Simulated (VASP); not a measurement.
Here is a VASP 6.6.1 calculation.

INCAR

```
SYSTEM = BaTiO3
ALGO = Normal ; EDIFF = 1E-6
ENCUT = 520 ; GGA = PS
ISIF = 2 ; ISMEAR = -1
LASPH = .True. ; LCHARG = .False.
LREAL = .False. ; LWAVE = .False.
NBANDS = 28 ; NELM = 60
PREC = Accurate ; SIGMA = 0.08
```

Contents of KPOINTS:

```
k-points
0
Gamma
  7 7 7
  0 0 0
```

File POSCAR:

```
BaTiO3
1.0
    3.9198040000      0.0000000000      0.0000000000
    0.0000000000      3.9198040000      0.0000000000
    0.0000000000      0.0000000000      4.0180000000
Ba Ti O
1 1 3
Direct
    0.0000000000      0.0000000000      0.0000000000
    0.5000000000      0.5000000000      0.4820000000
    0.5000000000      0.5000000000      0.0160000000
    0.5000000000      0.0000000000      0.5150000000
    0.0000000000      0.5000000000      0.5150000000
```

Potentials or basis: VASP PAW PBE potentials, release 64 (Ba_sv, Ti_sv, O).

Launch:

```sh
$ cat potpaw_PBE.64/Ba_sv/POTCAR potpaw_PBE.64/Ti_sv/POTCAR potpaw_PBE.64/O/POTCAR > POTCAR
$ mpirun -np 1 vasp_std > vasp.out
```

(1) What does it give for the band gap on the k mesh?

(2) Predict the largest force.

## Answers

(1) 1.91 eV, indirect (least direct gap 2.13 eV).

(2) 0.269 eV/Å.

Caveat: the cell differs from its parent crystal (equal xx and yy strain of -2 %); the PAW data sets were made with another functional, which shifts forces and pressure a little; spin-orbit coupling is left out, which moves the levels of the heavy elements.
